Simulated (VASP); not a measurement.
Crystal: Fe.

```
CELL_PARAMETERS angstrom
0.00000 1.94174 1.96511
1.49844 0.00000 1.96511
1.49844 1.94174 0.00000
ATOMIC_POSITIONS crystal
Fe 0.00000 0.00000 0.00000
```

```yaml
Program: VASP 6.6.1
Task: relaxation of cell and atoms
Functional: LDA
Potentials_or_basis: VASP PAW LDA potentials, release 64 (Fe)
Cutoff: 600 eV
k_mesh: 9 × 9 × 9
Occupations: fermi-dirac, width 0.15 eV
Spin: collinear spin, ferromagnetic start
Starting_moments: "[4.5] μB"
```

At the start: pressure -19.5 GPa; volume 11.44 Å³/atom.

**Question.** Where does the relaxation end?

**Answer.** Over 11 steps the energy falls by 88.7 meV/atom and the volume is 10.37 Å³/atom (-9.3 %); space group I4/mmm (No. 139, to 0.1 Å) before, Im-3m (No. 229, to 0.1 Å); moment 1.94 μB per cell.

The path:
```tsv
step	energy change (eV)	largest force (eV/Å)	pressure (GPa)	volume (Å³)
1	0.0000	0.0000	-19.48	11.44
2	0.0258	0.0000	34.98	9.28
3	-0.0765	0.0000	0.23	10.36
4	-0.0765	0.0000	0.71	10.33
5	-0.0832	0.0000	0.68	10.34
6	-0.0881	0.0000	0.71	10.34
7	-0.0882	0.0000	0.72	10.34
8	-0.0884	0.0000	-1.34	10.43
9	-0.0886	0.0000	-0.56	10.40
10	-0.0886	0.0000	0.43	10.35
11	-0.0887	0.0000	0.01	10.37
```

Final structure:
```cif
data_structure
_symmetry_space_group_name_H-M 'P 1'
_symmetry_Int_Tables_number 1
_cell_length_a 2.7475
_cell_length_b 2.3795
_cell_length_c 2.3796
_cell_angle_alpha 70.524
_cell_angle_beta 54.736
_cell_angle_gamma 54.740
_cell_volume 10.37
loop_
_atom_site_label
_atom_site_type_symbol
_atom_site_fract_x
_atom_site_fract_y
_atom_site_fract_z
_atom_site_occupancy
Fe1 Fe 0.00000 0.00000 0.00000 1
```
